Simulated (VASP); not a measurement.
# Sn2Ir (Fm-3m) in VASP: a series of runs

Runs on Sn2Ir. Level: LDA. Tasks: electric field gradients.

Everything below comes from runs of VASP 6.6.1. Logs are shortened: lines on timing, memory, paths and dates and some standing lists are left out, and cuts for length are marked.

**1. The cell of the first run**

Symmetry: Fm-3m, No. 225, cubic system. The conventional cell has a = 6.295 Å, b = 6.295 Å, c = 6.295 Å, α = 90.00°, β = 90.00°, γ = 90.00°. Within 3.6 Å of Sn (site symmetry -43m) lie 4 Ir at 2.73 Å and 6 Sn at 3.15 Å. Ir (site symmetry m-3m) has 8 Sn at 2.73 Å within 3.6 Å.

**2. Electric field gradients, LDA (volume scaled by 0.98)**

Input file INCAR:

```
SYSTEM = Sn2Ir
ALGO = Normal ; EDIFF = 1E-8
ENCUT = 520 ; ISIF = 2
ISMEAR = -1 ; LASPH = .TRUE.
LCHARG = .FALSE. ; LEFG = .TRUE.
LREAL = .FALSE. ; LWAVE = .FALSE.
NBANDS = 26 ; NELM = 100
PREC = Accurate ; SIGMA = 0.03
```

Input file KPOINTS:

```
k-points
0
G
  10 10 10
  0 0 0
```

Input file POSCAR:

```
Sn2Ir
1.0
    0.0000000000      3.1477309028      3.1477309028
    3.1477309028      0.0000000000      3.1477309028
    3.1477309028      3.1477309028      0.0000000000
Sn Ir
2 1
Direct
    0.2500000000      0.2500000000      0.2500000000
    0.7500000000      0.7500000000      0.7500000000
    0.0000000000      0.0000000000      0.0000000000
```

Potentials or basis: VASP PAW LDA potentials, release 64 (Sn_d, Ir).

The run is started by

```sh
$ cat potpaw_LDA.64/Sn_d/POTCAR potpaw_LDA.64/Ir/POTCAR > POTCAR
$ mpirun -np 1 vasp_std > vasp.out
```

OUTCAR:

```text
SYSTEM = Sn2Ir
   EDIFF = 1E-8
   ENCUT = 520
   ISIF = 2
   ISMEAR = -1
   LASPH = .TRUE.
   LREAL = .FALSE.
   NELM = 100
   PREC = Accurate

 ion  position               nearest neighbor table
   1  0.250  0.250  0.250-   3 2.73   3 2.73   3 2.73   3 2.73   2 3.15   2 3.15   2 3.15   2 3.15
                             2 3.15   2 3.15
   2  0.750  0.750  0.750-   3 2.73   3 2.73   3 2.73   3 2.73   1 3.15   1 3.15   1 3.15   1 3.15
                             1 3.15   1 3.15
   3  0.000  0.000  0.000-   1 2.73   2 2.73   2 2.73   2 2.73   2 2.73   1 2.73   1 2.73   1 2.73

  LATTYP: Found a face centered cubic cell.
 ALAT       =     6.2954618056

  Lattice vectors:

 A1 = (   0.0000000000,   3.1477309028,   3.1477309028)
 A2 = (   3.1477309028,   0.0000000000,   3.1477309028)
 A3 = (   3.1477309028,   3.1477309028,   0.0000000000)

Analysis of symmetry for initial positions (statically):
=====================================================================
 Subroutine PRICEL returns:
 Original cell was already a primitive cell.

 Routine SETGRP: Setting up the symmetry group for a
 face centered cubic supercell.

 Subroutine GETGRP returns: Found 48 space group operations
 (whereof 48 operations were pure point group operations)
 out of a pool of 48 trial point group operations.

The static configuration has the point symmetry O_h .

Analysis of symmetry for dynamics (positions and initial velocities):
=====================================================================
 Subroutine PRICEL returns:
 Original cell was already a primitive cell.

 Routine SETGRP: Setting up the symmetry group for a
 face centered cubic supercell.

 Subroutine GETGRP returns: Found 48 space group operations
 (whereof 48 operations were pure point group operations)
 out of a pool of 48 trial point group operations.

The dynamic configuration has the point symmetry O_h .

 Subroutine INISYM returns: Found 48 space group operations
 (whereof 48 operations are pure point group operations),
 and found     1 'primitive' translations

----------------------------------------------------------------------------------------

                                     Primitive cell

  volume of cell :      62.3768

  direct lattice vectors                    reciprocal lattice vectors
     0.000000000  3.147730903  3.147730903    -0.158844582  0.158844582  0.158844582
     3.147730903  0.000000000  3.147730903     0.158844582 -0.158844582  0.158844582
     3.147730903  3.147730903  0.000000000     0.158844582  0.158844582 -0.158844582

  length of vectors
     4.451563733  4.451563733  4.451563733     0.275126887  0.275126887  0.275126887

  position of ions in fractional coordinates (direct lattice)
     0.250000000  0.250000000  0.250000000
     0.750000000  0.750000000  0.750000000
     0.000000000  0.000000000  0.000000000

  ion indices of the primitive-cell ions
   primitive index   ion index
                 1           1
                 2           2
                 3           3

----------------------------------------------------------------------------------------

 KPOINTS: k-points

Automatic generation of k-mesh.
 Grid dimensions read from file:
 generate k-points for:   10   10   10

 Generating k-lattice:

  Cartesian coordinates                     Fractional coordinates (reciprocal lattice)
    -0.015884458  0.015884458  0.015884458     0.100000000  0.000000000  0.000000000
     0.015884458 -0.015884458  0.015884458     0.000000000  0.100000000  0.000000000
     0.015884458  0.015884458 -0.015884458     0.000000000  0.000000000  0.100000000

  Length of vectors
     0.027512689  0.027512689  0.027512689

  Shift w.r.t. Gamma in fractional coordinates (k-lattice)
     0.000000000  0.000000000  0.000000000

 Subroutine IBZKPT returns following result:
 ===========================================

 Found     47 irreducible k-points:

 Following reciprocal coordinates:
            Coordinates               Weight
  0.000000  0.000000  0.000000      1.000000
  0.100000  0.000000  0.000000      8.000000
  0.200000  0.000000  0.000000      8.000000
  0.300000  0.000000  0.000000      8.000000
  0.400000  0.000000  0.000000      8.000000
  0.500000  0.000000  0.000000      4.000000
[... 16 lines left out ...]
  0.300000  0.300000  0.000000      6.000000
  0.400000  0.300000  0.000000     24.000000
 [... further k-points ...]
   k-points           NKPTS =     47   k-points in BZ     NKDIM =     47   number of bands    NBANDS=     26
   number of dos      NEDOS =    301   number of ions     NIONS =      3
   total plane-waves  NPLWV =  46656
   dimension x,y,z NGX =    36 NGY =   36 NGZ =   36
   dimension x,y,z NGXF=    72 NGYF=   72 NGZF=   72
   ions per type =               2   1
   NGX,Y,Z   is equivalent  to a cutoff of  13.44, 13.44, 13.44 a.u.
   NGXF,Y,Z  is equivalent  to a cutoff of  26.89, 26.89, 26.89 a.u.
 SYSTEM =  Sn2Ir
   PREC   = accura    normal or accurate (medium, high low for compatibility)
   ISTART =      0    job   : 0-new  1-cont  2-samecut
   ICHARG =      2    charge: 1-file 2-atom 10-const
   ISPIN  =      1    spin polarized calculation?
   LNONCOLLINEAR =      F non collinear calculations
   LSORBIT =      F    spin-orbit coupling
   LASPH  =      T    aspherical Exc in radial PAW
   ENCUT  =  520.0 eV  38.22 Ry    6.18 a.u.   8.28  8.28  8.28*2*pi/ulx,y,z
   NELM   =    100;   NELMIN=  2; NELMDL= -5     # of ELM steps
   EDIFF  = 0.1E-07   stopping-criterion for ELM
   LREAL  =      F    real-space projection
   EDIFFG = 0.1E-06   stopping-criterion for IOM
   NSW    =      0    number of steps for IOM
   IBRION =     -1    ionic relax: 0-MD 1-quasi-New 2-CG
   NFREE  =      0    steps in history (QN), initial steepest desc. (CG)
   ISIF   =      2    stress and relaxation
   ISYM   =      2    0-nonsym 1-usesym 2-fastsym
   POTIM  = 0.5000    time-step for ionic-motion
   TEBEG  =    0.0;   TEEND  =   0.0 temperature during run
   PSTRESS=    0.0 pullay stress
   NELECT =      37.0000    total number of electrons
   NUPDOWN=      -1.0000    fix difference up-down
   EMIN   =  10.00;   EMAX   =-10.00  energy-range for DOS
   EFERMI =   0.00;   METHOD = LEGACY
   ISMEAR =    -1;   SIGMA  =   0.03  broadening in eV -4-tet -1-fermi 0-gaus
   EFERMI_NEDOS =   21; number of points for ismear=-14 and -15
   IALGO  =     38    algorithm
   IMIX   =      4    mixing-type and parameters
     AMIX     =   0.40;   BMIX     =  1.00
     AMIX_MAG =   1.60;   BMIX_MAG =  1.00
  volume/ion in A,a.u.               =      20.79       140.31
  Fermi-wavevector in a.u.,A,eV,Ry     =   1.375523  2.599361 25.743081  1.892063
  Thomas-Fermi vector in A             =   2.500851
   LORBIT       =      0    0 simple, 1 ext, 2 COOP (PROOUT), +10 PAW based schemes
   GGA     = CA    functional components
   LHFCALC =     F    Hartree Fock is set to
   AEXX    =    0.0000 exact exchange contribution
   IVDW    =     0    specifies the selected vdW correction
   LEPSILON=     F    determine dielectric tensor
   LRPA    =     F    only Hartree local field effects (RPA)
 non-spin polarized calculation
  energy-cutoff  :      520.00
  volume of cell :       62.38
 maximum number of plane-waves:      1701
 NGX is ok and might be reduce to    36
   NGX = 17   NGY = 17   NGZ = 17

 number of electron      36.9999997 magnetization

 Free energy of the ion-electron system (eV)
  ---------------------------------------------------
  ext. energy  EPLUGINS =         0.00000000
  ---------------------------------------------------
  free energy    TOTEN  =       -20.25321155 eV

  energy without entropy =      -20.24776891  energy(sigma->0) =      -20.25049023

 E-fermi :   9.0854     XC(G=0): -11.7040

 val. band max:        9.0816173042   @ k =   0.4000   0.1000   0.0000
 cond. band min:       9.0864504937   @ k =   0.5000   0.2000   0.1000
 fundamental gap:      0.0048331895
 Fermi energy:         9.0853828289

 k-point     1 :       0.0000    0.0000    0.0000
  band No.  band energies     occupation
      1     -12.3920      2.00000
      2     -12.3920      2.00000
      3     -12.2655      2.00000
      4     -12.2655      2.00000
      5     -12.2655      2.00000
      6     -12.0909      2.00000
[... 18 lines left out ...]
     25      13.7154      0.00000
     26      13.7154      0.00000
[... 644 lines left out ...]
      4     -12.1936      2.00000
      5     -12.1892      2.00000
      6     -12.1732      2.00000
[... 18 lines left out ...]
     25      19.0156      0.00000
     26      19.3577      0.00000

 [... further k-points ...]
[... 5 lines left out ...]
  --------------------------------------------------------------------------------------
  -------------------------------------------------------------------------------------
  Total        0.3515683      0.3515683      0.3515683      0.0000000      0.0000000     -0.0000000
  in kB        9.0302019      9.0302019      9.0302019      0.0000000      0.0000000     -0.0000000
  external PRESSURE =       9.0302019 kB  Pullay stress =       0.0000000 kB

 VOLUME and BASIS-vectors are now :
 -----------------------------------------------------------------------------
  energy-cutoff  :      520.00
  volume of cell :       62.38
      direct lattice vectors                 reciprocal lattice vectors
     0.000000000  3.147730903  3.147730903    -0.158844582  0.158844582  0.158844582
     3.147730903  0.000000000  3.147730903     0.158844582 -0.158844582  0.158844582
     3.147730903  3.147730903  0.000000000     0.158844582  0.158844582 -0.158844582

 POSITION                                       TOTAL-FORCE (eV/Angst)
 -----------------------------------------------------------------------------------
      1.57387      1.57387      1.57387         0.000000     -0.000000      0.000000
      4.72160      4.72160      4.72160        -0.000000     -0.000000     -0.000000
      0.00000      0.00000      0.00000        -0.000000      0.000000     -0.000000
 -----------------------------------------------------------------------------------
    total drift:                                0.000000      0.000000      0.000000

  FREE ENERGIE OF THE ION-ELECTRON SYSTEM (eV)
  ---------------------------------------------------
  free  energy   TOTEN  =       -20.2532115516 eV

  energy  without entropy=      -20.2477689074  energy(sigma->0) =      -20.25049023

 Electric field gradients (V/A^2)
---------------------------------------------------------------------
 ion       V_xx      V_yy      V_zz      V_xy      V_xz      V_yz
---------------------------------------------------------------------
   1       0.000     0.000    -0.000    -0.002    -0.002    -0.002
   2       0.000     0.000    -0.000    -0.002    -0.002    -0.002
   3      -0.000    -0.000     0.000     0.000     0.000     0.000
---------------------------------------------------------------------

 Electric field gradients after diagonalization (V/A^2)
 (convention: |V_zz| > |V_xx| > |V_yy|)
----------------------------------------------------------------------
 ion       V_xx      V_yy      V_zz     asymmetry (V_yy - V_xx)/ V_zz
----------------------------------------------------------------------
   1       0.002     0.002    -0.004       0.000
   2       0.002     0.002    -0.004       0.000
   3      -0.000    -0.000     0.000       0.000
----------------------------------------------------------------------

           NMR quadrupolar parameters

 Cq : quadrupolar parameter    Cq=e*Q*V_zz/h
 eta: asymmetry parameters     (V_yy - V_xx)/ V_zz
 Q  : nuclear electric quadrupole moment in mb (millibarn)
----------------------------------------------------------------------
 ion       Cq(MHz)       eta       Q (mb)
----------------------------------------------------------------------
   1      -0.000       0.000       1.000
   2      -0.000       0.000       1.000
   3       0.000       0.000       1.000
----------------------------------------------------------------------
```

It took 86 s on 1 thread of AMD EPYC 7R43 (Zen 3), shared host; peak memory 0.18 GiB.

Results:

```yaml
Free_energy: -20.2532 eV
Pressure: 0.9 GPa
```

Caveat: without QUAD_EFG the Cq values of the log hold for a quadrupole moment of 1 mb, not for the nuclei; spin-orbit coupling is left out, which moves the levels of the heavy elements.

**3. Electric field gradients, LDA (volume scaled by 1.01)**

Input file INCAR:

```
ALGO = Normal
EDIFF = 1E-8
ENCUT = 520
ISIF = 2
ISMEAR = -1
LASPH = True
LCHARG = False
LEFG = True
LREAL = False
LWAVE = False
NBANDS = 26
NELM = 60
PREC = Accurate
SIGMA = 0.03
```

Input file KPOINTS:

```
k-points
0
Gamma
  10 10 10
```

Input file POSCAR:

```
Sn2Ir
1.0
    0.0000000000      3.1795283165      3.1795283165
    3.1795283165      0.0000000000      3.1795283165
    3.1795283165      3.1795283165      0.0000000000
Sn Ir
2 1
Direct
    0.2500000000      0.2500000000      0.2500000000
    0.7500000000      0.7500000000      0.7500000000
    0.0000000000      0.0000000000      0.0000000000
```

Potentials or basis: VASP PAW LDA potentials, release 64 (Sn_d, Ir).

The run is started by

```sh
$ cat potpaw_LDA.64/Sn_d/POTCAR potpaw_LDA.64/Ir/POTCAR > POTCAR
$ mpirun -np 1 vasp_std > vasp.out
```

OUTCAR:

```text
EDIFF = 1E-8
   ENCUT = 520
   ISIF = 2
   ISMEAR = -1
   LASPH = True
   LREAL = False
   NELM = 60
   PREC = Accurate

 ion  position               nearest neighbor table
   1  0.250  0.250  0.250-   3 2.75   3 2.75   3 2.75   3 2.75   2 3.18   2 3.18   2 3.18   2 3.18
                             2 3.18   2 3.18
   2  0.750  0.750  0.750-   3 2.75   3 2.75   3 2.75   3 2.75   1 3.18   1 3.18   1 3.18   1 3.18
                             1 3.18   1 3.18
   3  0.000  0.000  0.000-   2 2.75   2 2.75   2 2.75   1 2.75   1 2.75   1 2.75   2 2.75   1 2.75

  LATTYP: Found a face centered cubic cell.
 ALAT       =     6.3590566330

  Lattice vectors:

 A1 = (   0.0000000000,   3.1795283165,   3.1795283165)
 A2 = (   3.1795283165,   0.0000000000,   3.1795283165)
 A3 = (   3.1795283165,   3.1795283165,   0.0000000000)

Analysis of symmetry for initial positions (statically):
=====================================================================
 Subroutine PRICEL returns:
[... 896 lines left out ...]

 POSITION                                       TOTAL-FORCE (eV/Angst)
 -----------------------------------------------------------------------------------
      1.58976      1.58976      1.58976        -0.000000     -0.000000     -0.000000
      4.76929      4.76929      4.76929         0.000000      0.000000      0.000000
      0.00000      0.00000      0.00000         0.000000     -0.000000     -0.000000
 -----------------------------------------------------------------------------------
    total drift:                                0.000000      0.000000      0.000000

  FREE ENERGIE OF THE ION-ELECTRON SYSTEM (eV)
  ---------------------------------------------------
  free  energy   TOTEN  =       -20.2407721189 eV

  energy  without entropy=      -20.2355160998  energy(sigma->0) =      -20.23814411

 Electric field gradients (V/A^2)
---------------------------------------------------------------------
 ion       V_xx      V_yy      V_zz      V_xy      V_xz      V_yz
---------------------------------------------------------------------
   1      -0.000     0.000     0.000    -0.002    -0.002    -0.002
   2      -0.000     0.000     0.000    -0.002    -0.002    -0.002
   3       0.000     0.000     0.000     0.000     0.000     0.000
---------------------------------------------------------------------

 Electric field gradients after diagonalization (V/A^2)
 (convention: |V_zz| > |V_xx| > |V_yy|)
----------------------------------------------------------------------
 ion       V_xx      V_yy      V_zz     asymmetry (V_yy - V_xx)/ V_zz
----------------------------------------------------------------------
   1       0.002     0.002    -0.004       0.000
   2       0.002     0.002    -0.004       0.000
   3      -0.000    -0.000     0.000       0.000
----------------------------------------------------------------------

           NMR quadrupolar parameters

 Cq : quadrupolar parameter    Cq=e*Q*V_zz/h
 eta: asymmetry parameters     (V_yy - V_xx)/ V_zz
 Q  : nuclear electric quadrupole moment in mb (millibarn)
----------------------------------------------------------------------
 ion       Cq(MHz)       eta       Q (mb)
----------------------------------------------------------------------
   1      -0.000       0.000       1.000
   2      -0.000       0.000       1.000
   3       0.000       0.000       1.000
----------------------------------------------------------------------
```

stdout:

```text
POSCAR found type information on POSCAR SnIr
 POSCAR found :  2 types and       3 ions
 scaLAPACK will be used
 LDA part: xc-table for (Slater(with rela. corr.)+CA(PZ))
 , standard interpolation
 POSCAR, INCAR and KPOINTS ok, starting setup
 FFT: planning ... GRIDC
 FFT: planning ... GRID_SOFT
 FFT: planning ... GRID
 WAVECAR not read
 entering main loop
ion   1

ion   2

ion   3
```

Run time: 2.1 min. Hardware: 1 thread of AMD EPYC 7R43 (Zen 3), shared host; peak memory 0.18 GiB.

What came out:

```
Free energy : -20.2408 eV
Pressure    : -3.0 GPa
```

Caveat: without QUAD_EFG the Cq values of the log hold for a quadrupole moment of 1 mb, not for the nuclei; spin-orbit coupling is left out, which moves the levels of the heavy elements.

(Part 1 of 2 ends here.)
